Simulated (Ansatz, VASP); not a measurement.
# BN: VASP beside Ansatz

```
CELL_PARAMETERS angstrom
0.00000 1.79071 1.79071
1.79071 0.00000 1.79071
1.79071 1.79071 0.00000
ATOMIC_POSITIONS crystal
B 0.00000 0.00000 0.00000
N 0.25000 0.25000 0.25000
```

Alike in both runs: task single point; functional LDA; k mesh 12 × 12 × 12; no spin polarisation.

```csv
,VASP,Ansatz
version,VASP 6.6.1,Ansatz 0.2.0
potentials or method,"VASP PAW LDA potentials, release 64 (B, N)","scalar-relativistic, plane waves, PAW"
plane-wave cutoff (eV),600,420
occupations,"gaussian, width 0.01 eV",fixed
valence electrons in the cell,8,8
```

```tsv
	VASP	Ansatz	Ansatz less VASP
pressure (GPa)	0.5	-0.3	-0.76
```

LDA's correlation is that of Perdew and Zunger in VASP and of Perdew and Wang (1992) in Ansatz.
